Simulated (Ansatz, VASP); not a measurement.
# HRh2: VASP beside Ansatz

```xyz
3
Lattice="0.0000 2.6103 2.6103 2.6103 0.0000 2.6103 2.6103 2.6103 0.0000" Properties=species:S:1:pos:R:3 pbc="T T T"
H     0.0000    0.0000    0.0000
Rh    1.3051    1.3051    1.3051
Rh    3.9154    3.9154    3.9154
```

Alike in both runs: task single point; functional PBE; k mesh 9 × 9 × 9; occupations fermi-dirac, width 0.05 eV; no spin polarisation.

|  | VASP | Ansatz |
| --- | --- | --- |
| version | VASP 6.6.1 | Ansatz 0.2.0 |
| potentials or method | VASP PAW PBE potentials, release 64 (H, Rh_pv) | Ansatz PAW |
| plane-wave cutoff (eV) | 520 | 420 |
| valence electrons in the cell | 31 | 35 |

|  | VASP | Ansatz | Ansatz less VASP |
| --- | --- | --- | --- |
| gap on the k mesh at the Fermi level (eV) | none | none | - |
| pressure (GPa) | -6.7 | -6.7 | -0.02 |

A gap of «none» marks a metal or a gap that the smearing closes. VASP's potentials hold 31 valence electrons a cell and Ansatz's 35, so a difference there can come from the potentials and not from the codes.
